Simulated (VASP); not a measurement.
Crystal: SrTiO3.

```
Sr Ti O
1.0
     2.78801    1.60966    2.28988
    -2.78801    1.60966    2.28988
     0.00000   -3.21931    2.28988
Sr Ti O
1 1 3
Direct
  0.98546 0.98546 0.98546
  0.48242 0.48242 0.48242
  0.50592 0.50592 0.01063
  0.01063 0.50592 0.50592
  0.50592 0.01063 0.50592
```

* Program: VASP 6.6.1
* Task: relaxation of cell and atoms
* Functional: PBE
* Potentials or basis: VASP PAW PBE potentials, release 64 (Sr_sv, Ti_sv, O)
* Cutoff: 600 eV
* k mesh: 6 × 6 × 6
* Occupations: gaussian, width 0.02 eV
* Spin: no spin polarisation

At the start: pressure 1.2 GPa; volume 12.33 Å³/atom.

**Question.** How do energy, volume and symmetry change on relaxing?

**Answer.** Over 12 steps the energy falls by 2.1 meV/atom and the volume is 12.33 Å³/atom (-0.1 %); space group R3m (No. 160, to 0.1 Å) before and after.

Step by step:
```tsv
step	energy change (eV)	largest force (eV/Å)	pressure (GPa)	volume (Å³)
1	0.0000	0.3328	1.22	61.66
2	-0.0051	0.0538	-1.94	62.50
3	-0.0076	0.0801	-0.81	62.19
4	-0.0096	0.0379	-0.08	61.79
5	-0.0096	0.0389	0.03	61.73
6	-0.0098	0.0288	-0.01	61.72
7	-0.0101	0.0263	-0.12	61.70
8	-0.0102	0.0247	0.04	61.63
9	-0.0102	0.0236	0.17	61.58
10	-0.0103	0.0171	0.08	61.60
11	-0.0103	0.0120	0.02	61.61
12	-0.0104	0.0077	-0.02	61.63
```

Final structure:
```
Sr Ti O
1.0
     2.79001    1.61081    2.28541
    -2.79001    1.61081    2.28541
     0.00000   -3.22162    2.28541
Sr Ti O
1 1 3
Direct
  0.98807 0.98807 0.98807
  0.48531 0.48531 0.48531
  0.50560 0.50560 0.00577
  0.00577 0.50560 0.50560
  0.50560 0.00577 0.50560
```
